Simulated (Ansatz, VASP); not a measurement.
## Ba: VASP beside Ansatz

The input INCAR:

```
SYSTEM = Ba
PREC = Accurate
ENCUT = 600
EDIFF = 1E-7
ISMEAR = -1
SIGMA = 0.15
LREAL = .False.
LASPH = .True.
NELM = 80
ALGO = Fast
ISIF = 3
LWAVE = .False.
LCHARG = .False.
IBRION = 2
NSW = 80
EDIFFG = -0.001
```

KPOINTS

```
regular mesh
0
Gamma
  18 18 18
  0 0 0
```

The input POSCAR:

```
Ba
1.0
   -2.3784668516      2.3784668516      2.3784668516
    2.3784668516     -2.3784668516      2.3784668516
    2.3784668516      2.3784668516     -2.3784668516
Ba
1
Direct
    0.0000000000      0.0000000000      0.0000000000
```

Input for Ansatz:

```yaml
crystal:
  lattice:
    - [-2.3784668516, 2.3784668516, 2.3784668516]
    - [2.3784668516, -2.3784668516, 2.3784668516]
    - [2.3784668516, 2.3784668516, -2.3784668516]
  atoms:
    - { symbol: Ba, position: [0.0, 0.0, 0.0] }
basis:
  ecutwfc: 420
kpoints:
  mp_grid: { grid: [18, 18, 18] }
hamiltonian:
  xc: lda
  pseudopotentials: { kind: paw, azcp: { folder: soft_1 } }
scf:
  occupations: { method: fermi_dirac, width: 0.15 }
output:
  forces: true
  stress: true
  eigenvalues: true
relax:
  adjacent_minimum: "off"
  f_tol: 0.001
  max_steps: 60
  cell: { stress_tol: 0.01 }
```

Alike in both runs: task relaxation of cell and atoms; functional LDA; k mesh 18 × 18 × 18; occupations fermi-dirac, width 0.15 eV; no spin polarisation.

```csv
,VASP,Ansatz
version,VASP 6.6.1,Ansatz 0.2.0
potentials or method,"VASP PAW LDA potentials, release 64 (Ba_sv), cutoff 600 eV","scalar-relativistic, plane waves, PAW"
valence electrons in the cell,10,10
```

|  | VASP | Ansatz | Ansatz less VASP |
| --- | --- | --- | --- |
| gap on the k mesh at the Fermi level, each at its own relaxed structure (eV) | none | none | - |
| relaxed volume (Å³/atom) | 54.53 | 54.06 | -0.473 |
| relaxed length of the cell vector where the two differ most in proportion (Å) | 4.138 | 4.126 | -0.0120 |

Ansatz warns that its potentials were made for another functional, while VASP's fit it. LDA's correlation is that of Perdew and Zunger in VASP and of Perdew and Wang (1992) in Ansatz. A gap of «none» marks a metal or a gap that the smearing closes.

Spin-orbit coupling is off throughout.
